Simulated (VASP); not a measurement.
# Ni (Fm-3m) in VASP: single point with r2SCAN

Aim: the single point of Ni with r2SCAN.

Program: VASP 6.6.1. These are calculated values, not measurements. Logs are shortened: lines on timing, memory, paths and dates and some standing lists are left out, and cuts for length are marked.

## 1. The cell of the first run

The structure is cubic, space group Fm-3m (No. 225). Conventional cell: a = 3.519 Å, b = 3.519 Å, c = 3.519 Å, α = 90.00°, β = 90.00°, γ = 90.00°. Within 3.3 Å of Ni (site symmetry m-3m) lie 12 Ni at 2.49 Å.

## 2. Single point, r2SCAN, collinear spin, ferromagnetic start

POSCAR reads:

```
Ni
1.0
    0.0000000000      1.7597000000      1.7597000000
    1.7597000000      0.0000000000      1.7597000000
    1.7597000000      1.7597000000      0.0000000000
Ni
1
Direct
    0.0000000000      0.0000000000      0.0000000000
```

INCAR.step1 reads:

```
SYSTEM = Ni
PREC = Accurate ; ENCUT = 520
ISMEAR = -1 ; SIGMA = 0.1
LREAL = .FALSE. ; LASPH = .TRUE.
NELM = 150 ; ISPIN = 2
MAGMOM = 2 ; LMAXMIX = 4
NBANDS = 15 ; GGA = PE
ALGO = Normal ; EDIFF = 1E-4
LWAVE = .TRUE. ; LCHARG = .FALSE.
```

INCAR.step2 reads:

```
SYSTEM = Ni
PREC = Accurate ; ENCUT = 520
EDIFF = 1E-7 ; ISMEAR = -1
SIGMA = 0.1 ; LREAL = .FALSE.
LASPH = .TRUE. ; NELM = 150
ALGO = Normal ; ISIF = 2
LWAVE = .FALSE. ; LCHARG = .TRUE.
ISPIN = 2 ; MAGMOM = 2
LORBIT = 11 ; LMAXMIX = 4
METAGGA = R2SCAN ; LMIXTAU = .TRUE.
LELF = .TRUE. ; LVHAR = .TRUE.
NBANDS = 15 ; ISTART = 1
```

KPOINTS reads:

```
regular mesh
0
G
  14 14 14
  0 0 0
```

Potentials or basis: VASP PAW PBE potentials, release 64 (Ni).

Launch:

```
> cat potpaw_PBE.64/Ni/POTCAR > POTCAR
> cp INCAR.step1 INCAR
> mpirun -np 1 vasp_std > vasp.out
> cp INCAR.step2 INCAR
> mpirun -np 1 vasp_std > vasp.out
```

OUTCAR:

```text
SYSTEM = Ni
   PREC = Accurate
   ENCUT = 520
   EDIFF = 1E-7
   ISMEAR = -1
   LREAL = .FALSE.
   LASPH = .TRUE.
   NELM = 150
   ISIF = 2
   ISPIN = 2
   LORBIT = 11
   METAGGA = R2SCAN
   ISTART = 1

 ion  position               nearest neighbor table
   1  0.000  0.000  0.000-

  LATTYP: Found a face centered cubic cell.
 ALAT       =     3.5194000000

  Lattice vectors:

 A1 = (   0.0000000000,   1.7597000000,   1.7597000000)
 A2 = (   1.7597000000,   0.0000000000,   1.7597000000)
 A3 = (   1.7597000000,   1.7597000000,   0.0000000000)

Analysis of symmetry for initial positions (statically):
=====================================================================
 Subroutine PRICEL returns:
 Original cell was already a primitive cell.

 Routine SETGRP: Setting up the symmetry group for a
 face centered cubic supercell.

 Subroutine GETGRP returns: Found 48 space group operations
 (whereof 48 operations were pure point group operations)
 out of a pool of 48 trial point group operations.

The static configuration has the point symmetry O_h .

Analysis of symmetry for dynamics (positions and initial velocities):
=====================================================================
 Subroutine PRICEL returns:
 Original cell was already a primitive cell.

 Routine SETGRP: Setting up the symmetry group for a
 face centered cubic supercell.

 Subroutine GETGRP returns: Found 48 space group operations
 (whereof 48 operations were pure point group operations)
 out of a pool of 48 trial point group operations.

The dynamic configuration has the point symmetry O_h .

Analysis of structural, dynamic, and magnetic symmetry:
=====================================================================
 Subroutine PRICEL returns:
 Original cell was already a primitive cell.

 Routine SETGRP: Setting up the symmetry group for a
 face centered cubic supercell.

 Subroutine GETGRP returns: Found 48 space group operations
 (whereof 48 operations were pure point group operations)
 out of a pool of 48 trial point group operations.

The overall configuration has the point symmetry O_h .

 Subroutine INISYM returns: Found 48 space group operations
 (whereof 48 operations are pure point group operations),
 and found     1 'primitive' translations

----------------------------------------------------------------------------------------

                                     Primitive cell

  volume of cell :      10.8980

  direct lattice vectors                    reciprocal lattice vectors
     0.000000000  1.759700000  1.759700000    -0.284139342  0.284139342  0.284139342
     1.759700000  0.000000000  1.759700000     0.284139342 -0.284139342  0.284139342
     1.759700000  1.759700000  0.000000000     0.284139342  0.284139342 -0.284139342

  length of vectors
     2.488591606  2.488591606  2.488591606     0.492143777  0.492143777  0.492143777
[... 122 lines left out ...]
  free energy    TOTEN  =       -11.95710920 eV

  energy without entropy =      -11.91458780  energy(sigma->0) =      -11.93584850

 E-fermi :   9.2898     XC(G=0): -14.3745

 val. band max:        9.2616763558   @ k =  -0.2857   0.0714   0.0000
 cond. band min:       9.3263263665   @ k =   0.5000   0.3571   0.1429
 fundamental gap:      0.0646500107
 Fermi energy:         9.2897562359

 spin component 1

 k-point     1 :       0.0000    0.0000    0.0000
  band No.  band energies     occupation
      1      -0.0945      1.00000
      2       6.3521      1.00000
      3       6.3521      1.00000
      4       6.3521      1.00000
      5       7.6355      1.00000
      6       7.6355      1.00000
      7      33.8228      0.00000
      8      37.9565      0.00000
      9      37.9565      0.00000
     10      37.9567      0.00000
     11      40.5695      0.00000
     12      40.5695      0.00000
     13      40.5695      0.00000
     14      44.0365      0.00000
[... 403 lines left out ...]
      4       6.8726      1.00000
      5       7.5609      1.00000
      6       7.9445      1.00000
      7      25.2307      0.00000
      8      31.0354      0.00000
      9      31.6796      0.00000
     10      34.5081      0.00000
     11      39.8613      0.00000
     12      43.8899      0.00000
     13      45.9588      0.00000
     14      48.0930      0.00000
     15      51.3953      0.00000

 [... further k-points ...]

 spin component 2

 k-point     1 :       0.0000    0.0000    0.0000
  band No.  band energies     occupation
      1      -0.3543      1.00000
      2       7.7030      1.00000
      3       7.7030      1.00000
      4       7.7030      1.00000
      5       8.4125      0.99985
      6       8.4125      0.99985
      7      33.5527      0.00000
      8      38.0683      0.00000
      9      38.0685      0.00000
     10      38.0685      0.00000
     11      40.8757      0.00000
     12      40.8757      0.00000
     13      40.8757      0.00000
     14      44.1044      0.00000
[... 403 lines left out ...]
      4       8.0720      0.99999
      5       8.6947      0.99740
      6       8.9328      0.97259
      7      25.4324      0.00000
      8      31.2469      0.00000
      9      31.6782      0.00000
     10      34.6858      0.00000
     11      40.2036      0.00000
     12      44.0512      0.00000
     13      46.1806      0.00000
     14      48.4103      0.00000
     15      53.0705      0.00000

 [... further k-points ...]

------------------------ aborting loop because EDIFF is reached ----------------------------------------

  FORCE on cell =-STRESS in cart. coord.  units (eV):
  Direction    XX          YY          ZZ          XY          YZ          ZX
  --------------------------------------------------------------------------------------
  -------------------------------------------------------------------------------------
  Total       -0.4319715     -0.4319715     -0.4319715      0.0000000     -0.0000000      0.0000000
  in kB      -63.5067360    -63.5067360    -63.5067360      0.0000000     -0.0000000      0.0000000
  external PRESSURE =     -63.5067360 kB  Pullay stress =       0.0000000 kB

 VOLUME and BASIS-vectors are now :
 -----------------------------------------------------------------------------
  energy-cutoff  :      520.00
  volume of cell :       10.90
      direct lattice vectors                 reciprocal lattice vectors
     0.000000000  1.759700000  1.759700000    -0.284139342  0.284139342  0.284139342
     1.759700000  0.000000000  1.759700000     0.284139342 -0.284139342  0.284139342
     1.759700000  1.759700000  0.000000000     0.284139342  0.284139342 -0.284139342

 POSITION                                       TOTAL-FORCE (eV/Angst)
 -----------------------------------------------------------------------------------
      0.00000      0.00000      0.00000         0.000000      0.000000     -0.000000
 -----------------------------------------------------------------------------------
    total drift:                               -0.000000     -0.000000     -0.000000

  FREE ENERGIE OF THE ION-ELECTRON SYSTEM (eV)
  ---------------------------------------------------
  free  energy   TOTEN  =       -11.9571091961 eV

  energy  without entropy=      -11.9145878044  energy(sigma->0) =      -11.93584850

 total charge

# of ion       s       p       d       tot
------------------------------------------
    1        0.514   0.517   8.311   9.342

 magnetization (x)

# of ion       s       p       d       tot
------------------------------------------
    1       -0.010  -0.043   0.816   0.763
```

OUTCAR.step1:

```text
SYSTEM = Ni
   PREC = Accurate
   ENCUT = 520
   ISMEAR = -1
   LREAL = .FALSE.
   LASPH = .TRUE.
[... 1101 lines left out ...]
 -----------------------------------------------------------------------------------
      0.00000      0.00000      0.00000         0.000000     -0.000000     -0.000000
 -----------------------------------------------------------------------------------
    total drift:                               -0.000000     -0.000000     -0.000000

  FREE ENERGIE OF THE ION-ELECTRON SYSTEM (eV)
  ---------------------------------------------------
  free  energy   TOTEN  =        -5.4972184031 eV

  energy  without entropy=       -5.4406280636  energy(sigma->0) =       -5.46892323
```

OSZICAR.step1:

```text
N       E                     dE             d eps       ncg     rms          rms(c)
DAV:   1     0.340898425321E+02    0.34090E+02   -0.44478E+03  6601   0.924E+02
DAV:   2    -0.485212408421E+01   -0.38942E+02   -0.35979E+02  7136   0.164E+02
DAV:   3    -0.633056987631E+01   -0.14784E+01   -0.14687E+01  7528   0.313E+01
DAV:   4    -0.633961721195E+01   -0.90473E-02   -0.90456E-02  7728   0.233E+00
DAV:   5    -0.633972717716E+01   -0.10997E-03   -0.10996E-03  7645   0.229E-01    0.111E+01
DAV:   6    -0.586794576856E+01    0.47178E+00   -0.13024E+01  9012   0.415E+01    0.629E+00
DAV:   7    -0.551211112952E+01    0.35583E+00   -0.25792E+00  8243   0.159E+01    0.178E+00
DAV:   8    -0.550101824721E+01    0.11093E-01   -0.22623E-02  7494   0.925E-01    0.959E-01
DAV:   9    -0.549812163769E+01    0.28966E-02   -0.16411E-03  9553   0.242E-01    0.342E-01
DAV:  10    -0.549720952974E+01    0.91211E-03   -0.13903E-03  8079   0.220E-01    0.450E-02
DAV:  11    -0.549721840309E+01   -0.88733E-05   -0.25548E-05  4821   0.376E-02
   1 F= -.54972184E+01 E0= -.54689232E+01  d E =-.565903E-01  mag=     0.5959
```

Wall time 84 s (1 thread of AMD EPYC 9R45 (Zen 5), shared host); peak memory 0.12 GiB.

What came out:

- Free energy: -11.9571 eV
- Pressure: -6.4 GPa
- Net moment: 0.74 μB per cell
- Site moments: Ni +0.76 μB
- Valence electrons inside the program's atomic spheres: Ni 9.34

Levels at points of the mesh, in eV from the Fermi level:
Spin up:
```
           k point  band 3  band 4  band 5  band 6  band 7  band 8
(0.00, 0.00, 0.00)   -2.94   -2.94   -1.65   -1.65   24.53   28.67
(0.50, 0.00, 0.00)   -2.86   -1.06   -1.06   -0.39    5.63   22.98
(0.50, 0.50, 0.00)   -0.99   -0.99   -0.95    2.49    9.34   15.40
```
Spin down:
```
           k point  band 1  band 2  band 3  band 4  band 5  band 6  band 7  band 8
(0.00, 0.00, 0.00)   -9.64   -1.59   -1.59   -1.59   -0.88   -0.88   24.26   28.78
(0.50, 0.00, 0.00)   -4.58   -1.92   -1.92   -0.62    0.20    0.20    6.33   22.86
(0.50, 0.50, 0.00)   -4.62   -3.64   -0.13    0.56    0.56    2.23    9.69   15.46
```

Caveat: the PAW data sets were made with another functional, which shifts forces and pressure a little.
